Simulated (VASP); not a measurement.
**In3Se: single point with PBEsol+D3(BJ)**

The system is In3Se.

```
CELL_PARAMETERS angstrom
4.52404 0.00000 0.00000
0.00000 4.52404 0.00000
0.00000 0.00000 4.43447
ATOMIC_POSITIONS crystal
In 0.00000 0.50000 0.50000
In 0.50000 0.00000 0.50000
In 0.50000 0.50000 0.00000
Se 0.00000 0.00000 0.00000
```

```json
{
  "Program": "VASP 6.6.1",
  "Task": "single point",
  "Functional": "PBEsol",
  "Dispersion": "D3(BJ)",
  "Potentials or basis": "VASP PAW PBE potentials, release 64 (In_d, Se)",
  "Cutoff": "520 eV",
  "k mesh": "10 × 10 × 10",
  "Occupations": "gaussian, width 0.15 eV",
  "Spin": "no spin polarisation",
  "Dipole correction": "no",
  "Further INCAR settings": "ALGO = Normal; EDIFF = 1e-06; NBANDS = 30"
}
```

| Quantity | Value |
| --- | --- |
| Pressure | 3.6 GPa |
| Band gap on the k mesh | zero (an odd number of electrons rules out a gap without spin polarisation) |
| Dispersion energy per atom | -0.394 eV |

Levels at points of the mesh, in eV from the Fermi level:
| k point | band 20 | band 21 | band 22 | band 23 | band 24 | band 25 |
| --- | --- | --- | --- | --- | --- | --- |
| (0.00, 0.00, 0.00) | -4.03 | -2.03 | -1.76 | 1.25 | 1.25 | 1.33 |
| (0.50, 0.00, 0.00) | -2.99 | -1.25 | -0.84 | -0.51 | -0.26 | 1.13 |
| (0.50, 0.50, 0.00) | -2.34 | -1.02 | -0.25 | -0.25 | 1.82 | 1.82 |
| (0.00, 0.00, 0.50) | -3.05 | -1.22 | -1.06 | -0.41 | -0.41 | 1.00 |
| (0.50, 0.00, 0.50) | -2.41 | -1.20 | -0.46 | -0.40 | 1.65 | 1.67 |
| (0.50, 0.50, 0.50) | -4.48 | -4.48 | -4.48 | -4.00 | 3.62 | 3.62 |

Wall time 5.2 min on 1 thread of Intel(R) Xeon(R) 6975P-C (Granite Rapids), with other jobs on the host, peak memory 0.42 GiB.

Caveat: the cell stands under pressure; the PAW data sets were made with another functional, which shifts forces and pressure a little; spin-orbit coupling is left out, which moves the levels of the heavy elements.
